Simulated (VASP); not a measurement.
Wanted: the native input for a VASP 6.6.1 run.

```yaml
Task: single point
Functional: RPBE
Potentials_or_basis: VASP PAW PBE potentials, release 64 (Be)
Cutoff: 520 eV
k_mesh: 18 × 18 × 5
Occupations: fermi-dirac, width 0.1 eV
Spin: no spin polarisation
Dipole_correction: no
Further_INCAR_settings: ALGO = Normal; EDIFF = 1e-06; NBANDS = 12
```

The structure of Be lies in POSCAR:

```
Be
1.0
    2.3047508381      0.0000000000      0.0000000000
   -1.1523754191      1.9959727752      0.0000000000
    0.0000000000      0.0000000000      7.3309267760
Be
4
Direct
    0.0000000000      1.0000000000      1.0000000000
    1.0000000000      1.0000000000      0.5000000000
    0.3333333333      0.6666666667      0.2500000000
    0.6666666667      0.3333333333      0.7500000000
```

This cell differs from its parent crystal: volume scaled by 1.04.

The input as run:

INCAR

```
ALGO = Normal
EDIFF = 1E-6
ENCUT = 520
GGA = RP
ISIF = 2
ISMEAR = -1
LASPH = T
LCHARG = F
LREAL = F
LWAVE = F
NBANDS = 12
NELM = 80
PREC = Accurate
SIGMA = 0.1
```

KPOINTS

```
k-points
0
Gamma
  18 18 5
```

Potentials or basis: VASP PAW PBE potentials, release 64 (Be).

Command:

```console
$ cat potpaw_PBE.64/Be/POTCAR > POTCAR
$ mpirun -np 1 vasp_std > vasp.out
```

Results of the run:

```yaml
Pressure: -4.3 GPa
Band_gap_on_the_k_mesh: zero (band 4 reaches 7.51 eV, above the bottom of band 5 at 6.18 eV)
```

Caveat: the PAW data sets were made with another functional, which shifts forces and pressure a little.

It took 28 s on 1 thread of Intel(R) Xeon(R) Platinum 8375C CPU @ 2.90GHz (Ice Lake) (shared host), peak memory 0.16 GiB.
